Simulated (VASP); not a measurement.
Crystal: FePt.

```
CELL_PARAMETERS angstrom
5.44700 0.00000 0.00000
0.00000 2.72350 0.00000
0.00000 0.00000 3.72000
ATOMIC_POSITIONS crystal
Fe 0.00000 0.00000 0.00000
Fe 0.50000 0.00000 0.00000
Pt 0.25000 0.50000 0.50000
Pt 0.75000 0.50000 0.50000
```

Base run:

* Program: VASP 6.6.1
* Functional: PBE
* Potentials or basis: VASP PAW PBE potentials, release 64 (Fe, Pt)
* Cutoff: 520 eV
* k mesh: 5 × 9 × 6
* Occupations: fermi-dirac, width 0.05 eV
* Spin: collinear spin, ferromagnetic start
* Starting moments: [4.0, 4.0, 0.0, 0.0] μB

Its results: pressure 3.3 GPa; net moment 6.64 μB per cell; site moments Fe +2.95; Pt +0.34 μB.

The run is repeated on the same cell with these changes: spin from collinear spin, ferromagnetic start to collinear spin, antiferromagnetic start; moments at the start from [4.0, 4.0, 0.0, 0.0] to [4.0, -4.0, 0.0, 0.0]. What comes out?

Pressure 1.4 GPa; net moment 0.00 μB per cell; site moments Fe +2.88, -2.88; Pt +0.00 μB.
